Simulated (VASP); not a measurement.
# Ta4GeIr (F-43m) in VASP: further runs

Runs on Ta4GeIr. Level: PBE. Tasks: single point, relaxation of cell and atoms.

Everything below comes from runs of VASP 6.6.1. Logs are shortened: lines on timing, memory, paths and dates and some standing lists are left out, and cuts for length are marked.

## 1. The cell of the first run

It takes space group F-43m (No. 216, cubic). The conventional cell has a = 7.614 Å, b = 7.614 Å, c = 7.614 Å, α = 90.00°, β = 90.00°, γ = 90.00°. Ta (site symmetry 3m) has 6 Ta at 2.69 Å and 3 Ir at 3.16 Å and 3 Ge at 3.16 Å within 3.5 Å. Within 4.2 Å of Ge (site symmetry -43m) lie 12 Ta at 3.16 Å and 4 Ir at 3.30 Å. Ir (site symmetry -43m) has 12 Ta at 3.16 Å and 4 Ge at 3.30 Å within 4.2 Å.

The cell was built from a structure type or drawn by symmetry, and may not be a known phase.

## 2. Single point, PBE

File INCAR:

```
PREC = Accurate
ENCUT = 520
EDIFF = 1E-6
ISMEAR = 0
SIGMA = 0.1
LREAL = False
LASPH = True
NELM = 60
ALGO = Normal
ISIF = 2
LWAVE = False
LCHARG = False
GGA = PE
NBANDS = 42
```

File KPOINTS:

```
regular mesh
0
Gamma
  4 4 4
```

File POSCAR:

```
Ta4GeIr
1.0
    0.0000000000      3.8069327400      3.8069327400
    3.8069327400      0.0000000000      3.8069327400
    3.8069327400      3.8069327400      0.0000000000
Ta Ge Ir
4 1 1
Direct
    0.1249259700      0.6250246800      0.6250246800
    0.6250246800      0.6250246800      0.1249259700
    0.6250246800      0.6250246800      0.6250246800
    0.6250246800      0.1249259700      0.6250246800
    0.2500000000      0.2500000000      0.2500000000
    0.0000000000      0.0000000000      0.0000000000
```

Potentials or basis: VASP PAW PBE potentials, release 64 (Ta_pv, Ge_d, Ir).

The run is started by

```sh
$ cat potpaw_PBE.64/Ta_pv/POTCAR potpaw_PBE.64/Ge_d/POTCAR potpaw_PBE.64/Ir/POTCAR > POTCAR
$ mpirun -np 1 vasp_std > vasp.out
```

OUTCAR:

```text
PREC = Accurate
   ENCUT = 520
   EDIFF = 1E-6
   ISMEAR = 0
   LREAL = False
   LASPH = True
   NELM = 60
   ISIF = 2
   GGA = PE

 ion  position               nearest neighbor table
   1  0.125  0.625  0.625-   2 2.69   3 2.69   4 2.69   3 2.69   2 2.69   4 2.69   6 3.16   6 3.16
                             6 3.16   5 3.16   5 3.16   5 3.16
   2  0.625  0.625  0.125-   1 2.69   3 2.69   4 2.69   3 2.69   4 2.69   1 2.69   6 3.16   6 3.16
                             6 3.16   5 3.16   5 3.16   5 3.16
   3  0.625  0.625  0.625-   1 2.69   2 2.69   4 2.69   2 2.69   4 2.69   1 2.69   6 3.16   6 3.16
                             6 3.16   5 3.16   5 3.16   5 3.16
   4  0.625  0.125  0.625-   1 2.69   2 2.69   3 2.69   2 2.69   3 2.69   1 2.69   6 3.16   6 3.16
                             6 3.16   5 3.16   5 3.16   5 3.16
   5  0.250  0.250  0.250-   1 3.16   4 3.16   1 3.16   2 3.16   2 3.16   4 3.16   3 3.16   3 3.16
                             3 3.16   4 3.16   1 3.16   2 3.16
   6  0.000  0.000  0.000-   1 3.16   2 3.16   4 3.16   3 3.16   3 3.16   3 3.16   1 3.16   4 3.16
                             4 3.16   1 3.16   2 3.16   2 3.16

  LATTYP: Found a face centered cubic cell.
 ALAT       =     7.6138654800

  Lattice vectors:

 A1 = (   0.0000000000,   3.8069327400,   3.8069327400)
 A2 = (   3.8069327400,   0.0000000000,   3.8069327400)
 A3 = (   3.8069327400,   3.8069327400,   0.0000000000)

Analysis of symmetry for initial positions (statically):
=====================================================================
 Subroutine PRICEL returns:
 Original cell was already a primitive cell.

 Routine SETGRP: Setting up the symmetry group for a
 face centered cubic supercell.

 Subroutine GETGRP returns: Found 24 space group operations
 (whereof 24 operations were pure point group operations)
 out of a pool of 48 trial point group operations.

The static configuration has the point symmetry T_d .

Analysis of symmetry for dynamics (positions and initial velocities):
=====================================================================
 Subroutine PRICEL returns:
 Original cell was already a primitive cell.

 Routine SETGRP: Setting up the symmetry group for a
 face centered cubic supercell.

 Subroutine GETGRP returns: Found 24 space group operations
 (whereof 24 operations were pure point group operations)
 out of a pool of 48 trial point group operations.

The dynamic configuration has the point symmetry T_d .

 Subroutine INISYM returns: Found 24 space group operations
 (whereof 24 operations are pure point group operations),
 and found     1 'primitive' translations
[... 89 lines left out ...]
   NSW    =      0    number of steps for IOM
   IBRION =     -1    ionic relax: 0-MD 1-quasi-New 2-CG
   NFREE  =      0    steps in history (QN), initial steepest desc. (CG)
   ISIF   =      2    stress and relaxation
   ISYM   =      2    0-nonsym 1-usesym 2-fastsym
   POTIM  = 0.5000    time-step for ionic-motion
   TEBEG  =    0.0;   TEEND  =   0.0 temperature during run
   PSTRESS=    0.0 pullay stress
   NELECT =      67.0000    total number of electrons
   NUPDOWN=      -1.0000    fix difference up-down
   EMIN   =  10.00;   EMAX   =-10.00  energy-range for DOS
   EFERMI =   0.00;   METHOD = LEGACY
   ISMEAR =     0;   SIGMA  =   0.10  broadening in eV -4-tet -1-fermi 0-gaus
   EFERMI_NEDOS =   21; number of points for ismear=-14 and -15
   IALGO  =     38    algorithm
   IMIX   =      4    mixing-type and parameters
     AMIX     =   0.40;   BMIX     =  1.00
     AMIX_MAG =   1.60;   BMIX_MAG =  1.00
  volume/ion in A,a.u.               =      18.39       124.11
  Fermi-wavevector in a.u.,A,eV,Ry     =   1.386270  2.619671 26.146930  1.921745
  Thomas-Fermi vector in A             =   2.510602
   LORBIT       =      0    0 simple, 1 ext, 2 COOP (PROOUT), +10 PAW based schemes
   GGA     = PE    functional components
   LHFCALC =     F    Hartree Fock is set to
   AEXX    =    0.0000 exact exchange contribution
   IVDW    =     0    specifies the selected vdW correction
   LEPSILON=     F    determine dielectric tensor
   LRPA    =     F    only Hartree local field effects (RPA)
 non-spin polarized calculation
 Gauss-broadening in eV      SIGMA  =   0.10
  energy-cutoff  :      520.00
  volume of cell :      110.35
 maximum number of plane-waves:      2996
   NGX = 21   NGY = 21   NGZ = 21

 number of electron      67.0000003 magnetization

 Free energy of the ion-electron system (eV)
  ---------------------------------------------------
  ext. energy  EPLUGINS =         0.00000000
  ---------------------------------------------------
  free energy    TOTEN  =       -58.07184321 eV

  energy without entropy =      -58.03589923  energy(sigma->0) =      -58.05387122

 E-fermi :   6.1336     XC(G=0): -12.2563

 val. band max:        6.1005696903   @ k =   0.5000   0.2500   0.0000
 cond. band min:       6.1617150266   @ k =  -0.2500   0.2500   0.0000
 fundamental gap:      0.0611453363
 Fermi energy:         6.1336314999

 k-point     1 :       0.0000    0.0000    0.0000
  band No.  band energies     occupation
      1     -29.3162      2.00000
      2     -28.5673      2.00000
      3     -28.5673      2.00000
      4     -28.5673      2.00000
      5     -28.3315      2.00000
      6     -28.3315      2.00000
[... 349 lines left out ...]
     41       8.8446      0.00000
     42       9.0702      0.00000

------------------------ aborting loop because EDIFF is reached ----------------------------------------

  FORCE on cell =-STRESS in cart. coord.  units (eV):
  Direction    XX          YY          ZZ          XY          YZ          ZX
  --------------------------------------------------------------------------------------
  -------------------------------------------------------------------------------------
  Total       -0.2909360     -0.2909360     -0.2909360      0.0000000      0.0000000     -0.0000000
  in kB       -4.2242773     -4.2242773     -4.2242773      0.0000000      0.0000000     -0.0000000
  external PRESSURE =      -4.2242773 kB  Pullay stress =       0.0000000 kB

 VOLUME and BASIS-vectors are now :
 -----------------------------------------------------------------------------
  energy-cutoff  :      520.00
  volume of cell :      110.35
      direct lattice vectors                 reciprocal lattice vectors
     0.000000000  3.806932740  3.806932740    -0.131339331  0.131339331  0.131339331
     3.806932740  0.000000000  3.806932740     0.131339331 -0.131339331  0.131339331
     3.806932740  3.806932740  0.000000000     0.131339331  0.131339331 -0.131339331

 POSITION                                       TOTAL-FORCE (eV/Angst)
 -----------------------------------------------------------------------------------
      4.75885      2.85501      2.85501        -0.283644      0.283644      0.283644
      2.85501      2.85501      4.75885         0.283644      0.283644     -0.283644
      4.75885      4.75885      4.75885        -0.283644     -0.283644     -0.283644
      2.85501      4.75885      2.85501         0.283644     -0.283644      0.283644
      1.90347      1.90347      1.90347        -0.000000     -0.000000     -0.000000
      0.00000      0.00000      0.00000        -0.000000     -0.000000     -0.000000
 -----------------------------------------------------------------------------------
    total drift:                               -0.000020     -0.000020     -0.000020

  FREE ENERGIE OF THE ION-ELECTRON SYSTEM (eV)
  ---------------------------------------------------
  free  energy   TOTEN  =       -58.0718432085 eV

  energy  without entropy=      -58.0358992269  energy(sigma->0) =      -58.05387122
```

Wall time 49 s (1 thread of Intel Xeon Platinum 8259CL at 2.50GHz (Skylake/Cascade Lake), shared host); peak memory 0.25 GiB.

Results:

| Quantity | Value |
| --- | --- |
| Free energy | -58.0718 eV |
| Pressure | -0.4 GPa |
| Largest force | 0.491 eV/Å |
| Band gap on the k mesh | zero (an odd number of electrons rules out a gap without spin polarisation) |

Forces in eV/Å, atoms in the order of the input:
```
Ta  -0.284  0.284  0.284
Ta   0.284  0.284 -0.284
Ta  -0.284 -0.284 -0.284
Ta   0.284 -0.284  0.284
Ge   0.000  0.000  0.000
Ir   0.000  0.000  0.000
```

Caveat: spin-orbit coupling is left out, which moves the levels of the heavy elements.

## 3. Single point, PBE

This run uses another cell than the first one, of 18.25 Å³/atom.

File INCAR:

```
ALGO = Fast
EDIFF = 1E-6
ENCUT = 520
GGA = PE
ISIF = 2
ISMEAR = 0
LASPH = T
LCHARG = T
LELF = T
LREAL = F
LVHAR = T
LWAVE = F
NBANDS = 42
NELM = 60
PREC = Accurate
SIGMA = 0.1
```

File KPOINTS:

```
k-points
0
Gamma
  8 8 8
```

File POSCAR:

```
Ta4GeIr
1.0
    0.0000000000      3.7969831002      3.7969831002
    3.7969831002      0.0000000000      3.7969831002
    3.7969831002      3.7969831002      0.0000000000
Ta Ge Ir
4 1 1
Direct
    0.1273470017      0.6242176661      0.6242176661
    0.6242176661      0.6242176661      0.1273470017
    0.6242176661      0.6242176661      0.6242176661
    0.6242176661      0.1273470017      0.6242176661
    0.2500000000      0.2500000000      0.2500000000
    0.0000000000      0.0000000000      0.0000000000
```

Potentials or basis: VASP PAW PBE potentials, release 64 (Ta_pv, Ge_d, Ir).

The run is started by

```sh
$ cat potpaw_PBE.64/Ta_pv/POTCAR potpaw_PBE.64/Ge_d/POTCAR potpaw_PBE.64/Ir/POTCAR > POTCAR
$ mpirun -np 1 vasp_std > vasp.out
```

OUTCAR:

```text
EDIFF = 1E-6
   ENCUT = 520
   GGA = PE
   ISIF = 2
   ISMEAR = 0
   LASPH = T
   LREAL = F
   NELM = 60
   PREC = Accurate

 ion  position               nearest neighbor table
   1  0.127  0.624  0.624-   2 2.67   3 2.67   4 2.67   4 2.70   2 2.70   3 2.70   5 3.15   5 3.15
                             5 3.15   6 3.15   6 3.15   6 3.15
   2  0.624  0.624  0.127-   1 2.67   3 2.67   4 2.67   4 2.70   1 2.70   3 2.70   5 3.15   5 3.15
                             5 3.15   6 3.15   6 3.15   6 3.15
   3  0.624  0.624  0.624-   1 2.67   2 2.67   4 2.67   1 2.70   4 2.70   2 2.70   5 3.15   5 3.15
[... 1295 lines left out ...]
  Total        0.1475018      0.1475018      0.1475018      0.0000000      0.0000000      0.0000000
  in kB        2.1585495      2.1585495      2.1585495      0.0000000      0.0000000      0.0000000
  external PRESSURE =       2.1585495 kB  Pullay stress =       0.0000000 kB

 VOLUME and BASIS-vectors are now :
 -----------------------------------------------------------------------------
  energy-cutoff  :      520.00
  volume of cell :      109.48
      direct lattice vectors                 reciprocal lattice vectors
     0.000000000  3.796983100  3.796983100    -0.131683494  0.131683494  0.131683494
     3.796983100  0.000000000  3.796983100     0.131683494 -0.131683494  0.131683494
     3.796983100  3.796983100  0.000000000     0.131683494  0.131683494 -0.131683494

 POSITION                                       TOTAL-FORCE (eV/Angst)
 -----------------------------------------------------------------------------------
      4.74029      2.85368      2.85368         0.003413     -0.003413     -0.003413
      2.85368      2.85368      4.74029        -0.003413     -0.003413      0.003413
      4.74029      4.74029      4.74029         0.003413      0.003413      0.003413
      2.85368      4.74029      2.85368        -0.003413      0.003413     -0.003413
      1.89849      1.89849      1.89849        -0.000000     -0.000000     -0.000000
      0.00000      0.00000      0.00000        -0.000000     -0.000000     -0.000000
 -----------------------------------------------------------------------------------
    total drift:                                0.000000      0.000000      0.000000

  FREE ENERGIE OF THE ION-ELECTRON SYSTEM (eV)
  ---------------------------------------------------
  free  energy   TOTEN  =       -58.1322141011 eV

  energy  without entropy=      -58.1139990129  energy(sigma->0) =      -58.12310656
```

Wall time 3.1 min (1 thread of Intel Xeon Platinum 8259CL at 2.50GHz (Skylake/Cascade Lake), shared host); peak memory 0.32 GiB.

Results:

- Free energy: -58.1322 eV
- Pressure: 0.2 GPa
- Largest force: 0.006 eV/Å
- Band gap on the k mesh: zero (an odd number of electrons rules out a gap without spin polarisation)

Forces in eV/Å, atoms in the order of the input:
```
Ta   0.003 -0.003 -0.003
Ta  -0.003 -0.003  0.003
Ta   0.003  0.003  0.003
Ta  -0.003  0.003 -0.003
Ge   0.000  0.000  0.000
Ir   0.000  0.000  0.000
```

Caveat: spin-orbit coupling is left out, which moves the levels of the heavy elements.

## 4. Relaxation of cell and atoms, PBE

File INCAR:

```
PREC = Accurate
ENCUT = 600
EDIFF = 1E-6
ISMEAR = 0
SIGMA = 0.1
LREAL = False
LASPH = True
NELM = 80
ALGO = Fast
ISIF = 3
LWAVE = False
LCHARG = False
GGA = PE
IBRION = 2
NSW = 100
EDIFFG = -0.01
```

File KPOINTS:

```
regular mesh
0
Gamma
  8 8 8
```

File POSCAR:

```
Ta4GeIr
1.0
    0.0000000000      3.8069327400      3.8069327400
    3.8069327400      0.0000000000      3.8069327400
    3.8069327400      3.8069327400      0.0000000000
Ta Ge Ir
4 1 1
Direct
    0.1249259700      0.6250246800      0.6250246800
    0.6250246800      0.6250246800      0.1249259700
    0.6250246800      0.6250246800      0.6250246800
    0.6250246800      0.1249259700      0.6250246800
    0.2500000000      0.2500000000      0.2500000000
    0.0000000000      0.0000000000      0.0000000000
```

The run is started by

```sh
$ cat potpaw_PBE.64/Ta_pv/POTCAR potpaw_PBE.64/Ge_d/POTCAR potpaw_PBE.64/Ir/POTCAR > POTCAR
$ mpirun -np 1 vasp_std > vasp.out
```

Wall time 12 min (1 thread of Intel Xeon Platinum 8259CL at 2.50GHz (Skylake/Cascade Lake), shared host); peak memory 0.43 GiB.

It converged, with:

| Quantity | Value |
| --- | --- |
| Free energy | -58.1341 eV |
| Relaxed volume | 18.27 Å³/atom |
| Relaxed cell | a = 5.372 Å, b = 5.372 Å, c = 5.372 Å, α = 60.00°, β = 60.00°, γ = 60.00° |
| Space group after relaxing (to 0.1 Å) | F-43m (No. 216) |
| Energy gained by relaxing | 2.2 meV/atom |
| Ionic steps | 3 |
| Pressure after relaxing | 0.1 GPa |
| Largest force after relaxing | 0.010 eV/Å |
| Band gap on the k mesh | zero (an odd number of electrons rules out a gap without spin polarisation) |

Forces in eV/Å, atoms in the order of the input:
```
Ta  -0.006  0.006  0.006
Ta   0.006  0.006 -0.006
Ta  -0.006 -0.006 -0.006
Ta   0.006 -0.006  0.006
Ge   0.000  0.000  0.000
Ir   0.000  0.000  0.000
```

Step by step:
```
step  energy change (eV)  largest force (eV/Å)  pressure (GPa)  volume (Å³)
   1              0.0000                0.5281           -0.99       110.35
   2              0.0161                0.8028            1.79       108.54
   3             -0.0134                0.0095            0.06       109.61
```

Final structure:
```
Ta Ge Ir
1.0
     0.00000    3.79840    3.79840
     3.79840    0.00000    3.79840
     3.79840    3.79840    0.00000
Ta Ge Ir
4 1 1
Direct
  0.12728 0.62424 0.62424
  0.62424 0.62424 0.12728
  0.62424 0.62424 0.62424
  0.62424 0.12728 0.62424
  0.25000 0.25000 0.25000
  0.00000 0.00000 0.00000
```

Levels at points of the mesh, in eV from the Fermi level:
```
           k point  band 30  band 31  band 32  band 33  band 34  band 35  band 36  band 37
(0.00, 0.00, 0.00)    -1.53    -1.51    -1.51    -1.51     1.35     1.35     1.35     3.61
(0.50, 0.00, 0.00)    -1.69    -0.90    -0.90    -0.81    -0.16     0.84     0.84     1.34
(0.50, 0.50, 0.00)    -1.29    -1.04    -0.89    -0.27    -0.12     0.27     0.27     0.46
```

Caveat: spin-orbit coupling is left out, which moves the levels of the heavy elements.

## 5. Overview

| task | cell | k mesh | cutoff (eV) | gap on the mesh (eV) | pressure (GPa) | largest force (eV/Å) |
| --- | --- | --- | --- | --- | --- | --- |
| single point | a = 5.384 Å, angles 60.0°, 6 atoms | 4 × 4 × 4 | 520 | none | -0.4 | 0.49 |
| single point | a = 5.370 Å, angles 60.0°, 6 atoms | 8 × 8 × 8 | 520 | none | 0.2 | 0.01 |
| relaxation of cell and atoms | relaxed from a = 5.384 Å, angles 60.0°, 6 atoms | 8 × 8 × 8 | 600 | none | 0.1 | 0.01 |

Alike in all rows: level PBE; potentials or basis VASP PAW PBE potentials, release 64 (Ta_pv, Ge_d, Ir); no spin polarisation; smearing gaussian 0.1 eV.

Caveats: spin-orbit coupling is left out, which moves the levels of the heavy elements.

Total energies depend on the potentials used, so only differences within one code and one set of settings carry meaning.
